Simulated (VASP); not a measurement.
# CaO (P6_3/mmc) in VASP: notebook

CaO is run at these levels: PBE; tasks: single point.

Everything below comes from runs of VASP 6.6.1. Logs are shortened: lines on timing, memory, paths and dates and some standing lists are left out, and cuts for length are marked.

## 1. The cell of the first run

The structure is hexagonal, space group P6_3/mmc (No. 194). Conventional cell: a = 3.978 Å, b = 3.978 Å, c = 4.872 Å, α = 90.00°, β = 90.00°, γ = 120.00°. Within 3.0 Å of Ca (site symmetry -6m2) lie 5 O at 2.30 to 2.44 Å. Within 3.0 Å of O (site symmetry -6m2) lie 5 Ca at 2.30 to 2.44 Å.

## 2. Single point, PBE

INCAR reads:

```
SYSTEM = CaO
PREC = Accurate ; ENCUT = 520
EDIFF = 1E-6 ; ISMEAR = 0
SIGMA = 0.05 ; LREAL = .False.
LASPH = .True. ; NELM = 80
ALGO = Normal ; ISIF = 2
LWAVE = .False. ; LCHARG = .False.
GGA = PE ; NBANDS = 24
```

KPOINTS reads:

```
regular mesh
0
Gamma
  9 9 6
  0 0 0
```

POSCAR reads:

```
CaO
1.0
    3.9780429245      0.0000000000      0.0000000000
   -1.9890214622      3.4450862299      0.0000000000
    0.0000000000      0.0000000000      4.8717016612
Ca O
2 2
Direct
    0.3333333333      0.6666666667      0.7500000000
    0.6666666667      0.3333333333      0.2500000000
    0.3333333333      0.6666666667      0.2500000000
    0.6666666667      0.3333333333      0.7500000000
```

Potentials or basis: VASP PAW PBE potentials, release 64 (Ca_sv, O).

Started as:

```
$ cat potpaw_PBE.64/Ca_sv/POTCAR potpaw_PBE.64/O/POTCAR > POTCAR
$ mpirun -np 1 vasp_std > vasp.out
```

OUTCAR:

```text
SYSTEM = CaO
   PREC = Accurate
   ENCUT = 520
   EDIFF = 1E-6
   ISMEAR = 0
   LREAL = .False.
   LASPH = .True.
   NELM = 80
   ISIF = 2
   GGA = PE

 ion  position               nearest neighbor table
   1  0.333  0.667  0.750-   4 2.30   4 2.30   4 2.30   3 2.44   3 2.44
   2  0.667  0.333  0.250-   3 2.30   3 2.30   3 2.30   4 2.44   4 2.44
   3  0.333  0.667  0.250-   2 2.30   2 2.30   2 2.30   1 2.44   1 2.44
   4  0.667  0.333  0.750-   1 2.30   1 2.30   1 2.30   2 2.44   2 2.44

  LATTYP: Found a hexagonal cell.
 ALAT       =     3.9780429245
 C/A-ratio  =     1.2246478366

  Lattice vectors:

 A1 = (   3.9780429245,   0.0000000000,   0.0000000000)
 A2 = (  -1.9890214622,   3.4450862299,   0.0000000000)
 A3 = (   0.0000000000,   0.0000000000,   4.8717016612)

Analysis of symmetry for initial positions (statically):
=====================================================================
 Subroutine PRICEL returns:
 Original cell was already a primitive cell.

 Routine SETGRP: Setting up the symmetry group for a
 hexagonal supercell.

 Subroutine GETGRP returns: Found 24 space group operations
 (whereof 12 operations were pure point group operations)
 out of a pool of 24 trial point group operations.

The static configuration has the point symmetry D_3d.
 The point group associated with its full space group is D_6h.

Analysis of symmetry for dynamics (positions and initial velocities):
=====================================================================
 Subroutine PRICEL returns:
 Original cell was already a primitive cell.

 Routine SETGRP: Setting up the symmetry group for a
 hexagonal supercell.

 Subroutine GETGRP returns: Found 24 space group operations
 (whereof 12 operations were pure point group operations)
 out of a pool of 24 trial point group operations.

The dynamic configuration has the point symmetry D_3d.
 The point group associated with its full space group is D_6h.

 Subroutine INISYM returns: Found 24 space group operations
 (whereof 12 operations are pure point group operations),
 and found     1 'primitive' translations

----------------------------------------------------------------------------------------

                                     Primitive cell

  volume of cell :      66.7652

  direct lattice vectors                    reciprocal lattice vectors
     3.978042924  0.000000000  0.000000000     0.251379892  0.145134248  0.000000000
    -1.989021462  3.445086230  0.000000000     0.000000000  0.290268496  0.000000000
     0.000000000  0.000000000  4.871701661     0.000000000  0.000000000  0.205267085

  length of vectors
     3.978042924  3.978042924  4.871701661     0.290268496  0.290268496  0.205267085

  position of ions in fractional coordinates (direct lattice)
     0.333333333  0.666666667  0.750000000
     0.666666667  0.333333333  0.250000000
     0.333333333  0.666666667  0.250000000
     0.666666667  0.333333333  0.750000000

  ion indices of the primitive-cell ions
   primitive index   ion index
                 1           1
                 2           2
                 3           3
                 4           4

----------------------------------------------------------------------------------------

 KPOINTS: regular mesh

Automatic generation of k-mesh.
 Grid dimensions read from file:
 generate k-points for:    9    9    6

 Generating k-lattice:

  Cartesian coordinates                     Fractional coordinates (reciprocal lattice)
     0.027931099  0.016126028  0.000000000     0.111111111  0.000000000  0.000000000
     0.000000000  0.032252055  0.000000000     0.000000000  0.111111111  0.000000000
     0.000000000  0.000000000  0.034211181     0.000000000  0.000000000  0.166666667

  Length of vectors
     0.032252055  0.032252055  0.034211181

  Shift w.r.t. Gamma in fractional coordinates (k-lattice)
     0.000000000  0.000000000  0.000000000

 Subroutine IBZKPT returns following result:
 ===========================================

 Found     48 irreducible k-points:

 Following reciprocal coordinates:
            Coordinates               Weight
  0.000000  0.000000  0.000000      1.000000
  0.111111 -0.000000  0.000000      6.000000
  0.222222  0.000000  0.000000      6.000000
  0.333333 -0.000000  0.000000      6.000000
  0.444444  0.000000  0.000000      6.000000
  0.111111  0.111111  0.000000      6.000000
[... 16 lines left out ...]
  0.333333  0.222222  0.166667     24.000000
  0.333333  0.333333  0.166667      4.000000
 [... further k-points ...]
   k-points           NKPTS =     48   k-points in BZ     NKDIM =     48   number of bands    NBANDS=     24
   number of dos      NEDOS =    301   number of ions     NIONS =      4
   total plane-waves  NPLWV =  32400
   dimension x,y,z NGX =    30 NGY =   30 NGZ =   36
   dimension x,y,z NGXF=    60 NGYF=   60 NGZF=   72
   ions per type =               2   2
   NGX,Y,Z   is equivalent  to a cutoff of  12.54, 12.54, 12.28 a.u.
   NGXF,Y,Z  is equivalent  to a cutoff of  25.07, 25.07, 24.57 a.u.
 SYSTEM =  CaO
   PREC   = accura    normal or accurate (medium, high low for compatibility)
   ISTART =      0    job   : 0-new  1-cont  2-samecut
   ICHARG =      2    charge: 1-file 2-atom 10-const
   ISPIN  =      1    spin polarized calculation?
   LNONCOLLINEAR =      F non collinear calculations
   LSORBIT =      F    spin-orbit coupling
   LASPH  =      T    aspherical Exc in radial PAW
   ENCUT  =  520.0 eV  38.22 Ry    6.18 a.u.   7.40  7.40  9.06*2*pi/ulx,y,z
   NELM   =     80;   NELMIN=  2; NELMDL= -5     # of ELM steps
   EDIFF  = 0.1E-05   stopping-criterion for ELM
   LREAL  =      F    real-space projection
   EDIFFG = 0.1E-04   stopping-criterion for IOM
   NSW    =      0    number of steps for IOM
   IBRION =     -1    ionic relax: 0-MD 1-quasi-New 2-CG
   NFREE  =      0    steps in history (QN), initial steepest desc. (CG)
   ISIF   =      2    stress and relaxation
   ISYM   =      2    0-nonsym 1-usesym 2-fastsym
   POTIM  = 0.5000    time-step for ionic-motion
   TEBEG  =    0.0;   TEEND  =   0.0 temperature during run
   PSTRESS=    0.0 pullay stress
   NELECT =      32.0000    total number of electrons
   NUPDOWN=      -1.0000    fix difference up-down
   EMIN   =  10.00;   EMAX   =-10.00  energy-range for DOS
   EFERMI =   0.00;   METHOD = LEGACY
   ISMEAR =     0;   SIGMA  =   0.05  broadening in eV -4-tet -1-fermi 0-gaus
   EFERMI_NEDOS =   21; number of points for ismear=-14 and -15
   IALGO  =     38    algorithm
   IMIX   =      4    mixing-type and parameters
     AMIX     =   0.40;   BMIX     =  1.00
     AMIX_MAG =   1.60;   BMIX_MAG =  1.00
  volume/ion in A,a.u.               =      16.69       112.64
  Fermi-wavevector in a.u.,A,eV,Ry     =   1.281174  2.421068 22.332691  1.641407
  Thomas-Fermi vector in A             =   2.413559
   LORBIT       =      0    0 simple, 1 ext, 2 COOP (PROOUT), +10 PAW based schemes
   GGA     = PE    functional components
   LHFCALC =     F    Hartree Fock is set to
   AEXX    =    0.0000 exact exchange contribution
   IVDW    =     0    specifies the selected vdW correction
   LEPSILON=     F    determine dielectric tensor
   LRPA    =     F    only Hartree local field effects (RPA)
 non-spin polarized calculation
 Gauss-broadening in eV      SIGMA  =   0.05
  energy-cutoff  :      520.00
  volume of cell :       66.77
 maximum number of plane-waves:      1837
 NGX is ok and might be reduce to    30

 number of electron      31.9999996 magnetization

 Free energy of the ion-electron system (eV)
  ---------------------------------------------------
  ext. energy  EPLUGINS =         0.00000000
  ---------------------------------------------------
  free energy    TOTEN  =       -25.34395680 eV

  energy without entropy =      -25.34395680  energy(sigma->0) =      -25.34395680

 E-fermi :   1.5987     XC(G=0):  -9.3512

 val. band max:        1.2623317352   @ k =   0.0000   0.0000   0.0000
 cond. band min:       4.4381176796   @ k =   0.0000   0.0000   0.0000
 fundamental gap:      3.1757859445
 Fermi energy:         1.5986523941

 k-point     1 :       0.0000    0.0000    0.0000
  band No.  band energies     occupation
      1     -36.4077      2.00000
      2     -36.2891      2.00000
      3     -17.7374      2.00000
      4     -17.4889      2.00000
      5     -17.4889      2.00000
      6     -17.3128      2.00000
[... 16 lines left out ...]
     23       9.6669      0.00000
     24       9.8915      0.00000

 k-point     2 :       0.1111   -0.0000    0.0000
  band No.  band energies     occupation
      1     -36.4029      2.00000
      2     -36.2907      2.00000
      3     -17.7214      2.00000
      4     -17.5429      2.00000
      5     -17.4992      2.00000
      6     -17.3778      2.00000
[... 16 lines left out ...]
     23       9.5381      0.00000
     24       9.8037      0.00000

 k-point     3 :       0.2222    0.0000    0.0000
  band No.  band energies     occupation
      1     -36.3900      2.00000
      2     -36.2957      2.00000
      3     -17.6765      2.00000
      4     -17.6729      2.00000
      5     -17.5284      2.00000
      6     -17.5241      2.00000
[... 16 lines left out ...]
     23       9.4637      0.00000
     24       9.5673      0.00000

 k-point     4 :       0.3333   -0.0000    0.0000
  band No.  band energies     occupation
      1     -36.3725      2.00000
      2     -36.3041      2.00000
      3     -17.8113      2.00000
      4     -17.6802      2.00000
      5     -17.6127      2.00000
      6     -17.5507      2.00000
[... 16 lines left out ...]
     23       9.4205      0.00000
     24       9.6181      0.00000

 k-point     5 :       0.4444    0.0000    0.0000
  band No.  band energies     occupation
      1     -36.3573      2.00000
      2     -36.3134      2.00000
      3     -17.8971      2.00000
      4     -17.7703      2.00000
      5     -17.5673      2.00000
      6     -17.5534      2.00000
[... 16 lines left out ...]
     23       9.6624      0.00000
     24       9.6849      0.00000

 k-point     6 :       0.1111    0.1111    0.0000
  band No.  band energies     occupation
      1     -36.3941      2.00000
      2     -36.2940      2.00000
      3     -17.6908      2.00000
      4     -17.6285      2.00000
      5     -17.5331      2.00000
      6     -17.4722      2.00000
[... 16 lines left out ...]
     23       9.3503      0.00000
     24       9.6850      0.00000
[... 379 lines left out ...]
 k-point    21 :       0.4444    0.1111    0.1667
  band No.  band energies     occupation
      1     -36.3493      2.00000
      2     -36.3194      2.00000
      3     -17.9858      2.00000
      4     -17.8909      2.00000
      5     -17.5742      2.00000
      6     -17.4446      2.00000
[... 16 lines left out ...]
     23       9.5478      0.00000
     24       9.9458      0.00000

 k-point    22 :       0.2222    0.2222    0.1667
  band No.  band energies     occupation
      1     -36.3592      2.00000
      2     -36.3131      2.00000
      3     -17.9287      2.00000
      4     -17.8414      2.00000
      5     -17.5753      2.00000
      6     -17.4707      2.00000
[... 16 lines left out ...]
     23       9.5947      0.00000
     24      10.0017      0.00000

 k-point    23 :       0.3333    0.2222    0.1667
  band No.  band energies     occupation
      1     -36.3455      2.00000
      2     -36.3222      2.00000
      3     -17.9638      2.00000
      4     -17.9084      2.00000
      5     -17.6081      2.00000
      6     -17.4237      2.00000
[... 16 lines left out ...]
     23       9.5908      0.00000
     24       9.9634      0.00000

 k-point    24 :       0.3333    0.3333    0.1667
  band No.  band energies     occupation
      1     -36.3331      2.00000
      2     -36.3331      2.00000
      3     -17.9472      2.00000
      4     -17.9472      2.00000
      5     -17.6308      2.00000
      6     -17.3723      2.00000
[... 16 lines left out ...]
     23       9.6684      0.00000
     24       9.9535      0.00000

 [... further k-points ...]

------------------------ aborting loop because EDIFF is reached ----------------------------------------

  FORCE on cell =-STRESS in cart. coord.  units (eV):
  Direction    XX          YY          ZZ          XY          YZ          ZX
  --------------------------------------------------------------------------------------
  -------------------------------------------------------------------------------------
  Total        0.5077011      0.5077011     -0.4910453      0.0000000      0.0000000      0.0000000
  in kB       12.1833987     12.1833987    -11.7837057      0.0000000      0.0000000      0.0000000
  external PRESSURE =       4.1943639 kB  Pullay stress =       0.0000000 kB

 VOLUME and BASIS-vectors are now :
 -----------------------------------------------------------------------------
  energy-cutoff  :      520.00
  volume of cell :       66.77
      direct lattice vectors                 reciprocal lattice vectors
     3.978042924  0.000000000  0.000000000     0.251379892  0.145134248  0.000000000
    -1.989021462  3.445086230  0.000000000     0.000000000  0.290268496  0.000000000
     0.000000000  0.000000000  4.871701661     0.000000000  0.000000000  0.205267085

 POSITION                                       TOTAL-FORCE (eV/Angst)
 -----------------------------------------------------------------------------------
     -0.00000      2.29672      3.65378         0.000000      0.000000      0.000000
      1.98902      1.14836      1.21793        -0.000000     -0.000000      0.000000
     -0.00000      2.29672      1.21793        -0.000000     -0.000000      0.000000
      1.98902      1.14836      3.65378         0.000000      0.000000      0.000000
 -----------------------------------------------------------------------------------
    total drift:                                0.000000     -0.000000      0.000000

  FREE ENERGIE OF THE ION-ELECTRON SYSTEM (eV)
  ---------------------------------------------------
  free  energy   TOTEN  =       -25.3439567992 eV

  energy  without entropy=      -25.3439567992  energy(sigma->0) =      -25.34395680
```

It took 38 s on 1 thread of AMD EPYC 9R45 (Zen 5), shared host; peak memory 0.18 GiB.

What came out:

```yaml
Free_energy: -25.3440 eV
Pressure: 0.4 GPa
Band_gap_on_the_k_mesh: 3.18 eV, direct
```

Stress tensor (GPa, compression positive):
```
 1.22  0.00  0.00
 0.00  1.22  0.00
 0.00  0.00 -1.18
```

Levels at points of the mesh, in eV from the valence-band top:
| k point | band 13 | band 14 | band 15 | band 16 | band 17 | band 18 | band 19 | band 20 |
| --- | --- | --- | --- | --- | --- | --- | --- | --- |
| (0.00, 0.00, 0.00) | -1.14 | -1.12 | -1.12 | 0.00 | 3.18 | 6.18 | 6.18 | 7.51 |
| (0.00, 0.00, 0.50) | -1.24 | -1.24 | -1.24 | -1.24 | 5.00 | 5.00 | 7.71 | 7.71 |

Caveat: the cell differs from its parent crystal (strain +e along x and -e along y +0.0000, strain +e along z and -e/2 along x and y +0.0133). A k mesh can miss the band edges.

## 3. Single point, PBE

This run uses another cell than the first one, of the same volume but with other edges.

INCAR reads:

```
SYSTEM = CaO
ALGO = Normal
EDIFF = 1E-6
ENCUT = 520
GGA = PE
ISIF = 2
ISMEAR = 0
LASPH = .True.
LCHARG = .False.
LREAL = .False.
LWAVE = .False.
NBANDS = 24
NELM = 60
PREC = Accurate
SIGMA = 0.05
```

KPOINTS reads:

```
k-points
0
Gamma
  9 9 6
  0 0 0
```

POSCAR reads:

```
CaO
1.0
    4.0581364046      0.0000000000      0.0000000000
   -2.0290682023      3.5144492184      0.0000000000
    0.0000000000      0.0000000000      4.6793913223
Ca O
2 2
Direct
    0.3333333333      0.6666666667      0.7500000000
    0.6666666667      0.3333333333      0.2500000000
    0.3333333333      0.6666666667      0.2500000000
    0.6666666667      0.3333333333      0.7500000000
```

Potentials or basis: VASP PAW PBE potentials, release 64 (Ca_sv, O).

Started as:

```
$ cat potpaw_PBE.64/Ca_sv/POTCAR potpaw_PBE.64/O/POTCAR > POTCAR
$ mpirun -np 1 vasp_std > vasp.out
```

Wall time 39 s (1 thread of AMD EPYC 9R45 (Zen 5), shared host); peak memory 0.18 GiB.

Results (log left out):

* Free energy: -25.3194 eV
* Pressure: 1.1 GPa
* Band gap on the k mesh: 3.00 eV, direct

Stress tensor (GPa, compression positive):
```
-0.79  0.00  0.00
 0.00 -0.79  0.00
 0.00  0.00  4.88
```

Levels at points of the mesh, in eV from the valence-band top:
```
           k point  band 12  band 13  band 14  band 15  band 16  band 17  band 18  band 19  band 20  band 21
(0.00, 0.00, 0.00)    -1.24    -1.16    -1.16    -1.02     0.00     3.00     5.98     5.98     7.72     7.94
(0.00, 0.00, 0.50)    -1.67    -1.35    -1.35    -1.35    -1.35     4.78     4.78     7.72     7.72     7.72
```

Caveat: the cell differs from its parent crystal (strain +e along x and -e along y +0.0000, strain +e along z and -e/2 along x and y -0.0267).

## 4. Single point, PBE

INCAR reads:

```
  PREC = Accurate
  ENCUT = 520
  EDIFF = 1E-7
  ISMEAR = 0
  SIGMA = 0.05
  LREAL = False
  LASPH = True
  NELM = 80
  ALGO = Normal
  ISIF = 2
  LWAVE = False
  LCHARG = False
  GGA = PE
  NBANDS = 24
```

KPOINTS reads:

```
Automatic mesh
0
Gamma
  9 9 6
```

POSCAR reads:

```
CaO
1.0
    3.9512116086      0.0000000000      0.0000000000
   -1.9756058043      3.4218496288      0.0000000000
    0.0000000000      0.0000000000      4.9361256247
Ca O
2 2
Direct
    0.3333333333      0.6666666667      0.7500000000
    0.6666666667      0.3333333333      0.2500000000
    0.3333333333      0.6666666667      0.2500000000
    0.6666666667      0.3333333333      0.7500000000
```

Started as:

```
$ cat potpaw_PBE.64/Ca_sv/POTCAR potpaw_PBE.64/O/POTCAR > POTCAR
$ mpirun -np 1 vasp_std > vasp.out
```

It took 47 s on 1 thread of AMD EPYC 9R45 (Zen 5), shared host; peak memory 0.19 GiB.

It converged, with:

```
Free energy            : -25.3242 eV
Pressure               : 0.6 GPa
Band gap on the k mesh : 3.22 eV, direct
```

Stress tensor (GPa, compression positive):
```
 2.13  0.00  0.00
 0.00  2.13  0.00
 0.00  0.00 -2.54
```

Levels at points of the mesh, in eV from the valence-band top:
```
           k point  band 14  band 15  band 16  band 17  band 18  band 19
(0.00, 0.00, 0.00)    -1.11    -1.11     0.00     3.22     6.25     6.25
(0.00, 0.00, 0.50)    -1.21    -1.21    -1.21     5.06     5.06     7.71
```

Caveat: the cell differs from its parent crystal (strain +e along x and -e along y +0.0000, strain +e along z and -e/2 along x and y +0.0267). A k mesh can miss the band edges.

## 5. Summary

```csv
cell,gap on the mesh (eV),pressure (GPa)
"a = 3.978, b = 3.978, c = 4.872 Å, angles 90.0, 90.0, 120.0°, 4 atoms",3.18,0.4
"a = 4.058, b = 4.058, c = 4.679 Å, angles 90.0, 90.0, 120.0°, 4 atoms",3.00,1.1
"a = 3.951, b = 3.951, c = 4.936 Å, angles 90.0, 90.0, 120.0°, 4 atoms",3.22,0.6
```

Alike in all rows: task single point; level PBE; potentials or basis VASP PAW PBE potentials, release 64 (Ca_sv, O); no spin polarisation; k mesh 9 × 9 × 6; cutoff (eV) 520; smearing gaussian 0.05 eV.

Total energies depend on the potentials used, so only differences within one code and one set of settings carry meaning.
